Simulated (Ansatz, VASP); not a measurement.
## One calculation of HfC2, two programs

```
CELL_PARAMETERS angstrom
3.23862 0.00000 0.00000
-1.61931 2.80473 0.00000
0.00000 0.00000 3.21405
ATOMIC_POSITIONS crystal
Hf 0.00000 0.00000 0.00000
C 0.33333 0.66667 0.50000
C 0.66667 0.33333 0.50000
```

Change from the starting cell: species swapped into the ScSi2 type (P6/mmm, No. 191).

Alike in both runs: functional PBE; k mesh 18 × 18 × 14; occupations gaussian, width 0.1 eV; no spin polarisation.

Ansatz relaxed the structure, and its values are those at the end. VASP's run is a single point on that final structure, the one shown.

```csv
,VASP,Ansatz
version,VASP 6.6.1,Ansatz 0.2.0
potentials or method,"VASP PAW PBE potentials, release 64 (Hf_pv, C), cutoff 520 eV","scalar-relativistic, plane waves, PAW"
valence electrons in the cell,18,34
```

```tsv
	VASP	Ansatz	Ansatz less VASP
gap on the k mesh at the Fermi level (eV)	none	none	-
pressure (GPa)	-1.8	0.0	+1.77
```

A gap of «none» marks a metal or a gap that the smearing closes. VASP's potentials hold 18 valence electrons a cell and Ansatz's 34, so a difference there can come from the potentials and not from the codes.

Neither program's run includes spin-orbit coupling.
